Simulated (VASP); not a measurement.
Input of a VASP 6.6.1 run:

INCAR

```
ALGO = Fast
EDIFF = 1E-6
ENCUT = 520
GGA = PS
ISIF = 2
ISMEAR = 0
IVDW = 12
LASPH = True
LCHARG = False
LREAL = False
LWAVE = False
NBANDS = 14
NELM = 100
PREC = Accurate
SIGMA = 0.15
```

KPOINTS

```
k-points
0
Gamma
  18 18 6
```

File POSCAR:

```
Al
1.0
    2.7452144802      0.0000000000      0.0000000000
   -1.3726072401      2.3774254787      0.0000000000
    0.0000000000      0.0000000000      9.5678960279
Al
4
Direct
    0.0000000000      0.0000000000      0.0000000000
    0.3333333333      0.6666666667      0.2500000000
    0.0000000000      0.0000000000      0.5000000000
    0.6666666667      0.3333333333      0.7500000000
```

Potentials or basis: VASP PAW PBE potentials, release 64 (Al).

Run with:

```sh
$ cat potpaw_PBE.64/Al/POTCAR > POTCAR
$ mpirun -np 1 vasp_std > vasp.out
```

(1) Estimate the dispersion energy per atom.

(2) Estimate the band gap on the k mesh.

(3) Estimate the pressure.

## Answers

(1) -0.336 eV.

(2) zero (bands 6 and 7 overlap by 4.60 eV).

(3) 0.6 GPa.

Caveat: the stress differs along the axes, from -3 to 2 GPa; the PAW data sets were made with another functional, which shifts forces and pressure a little.
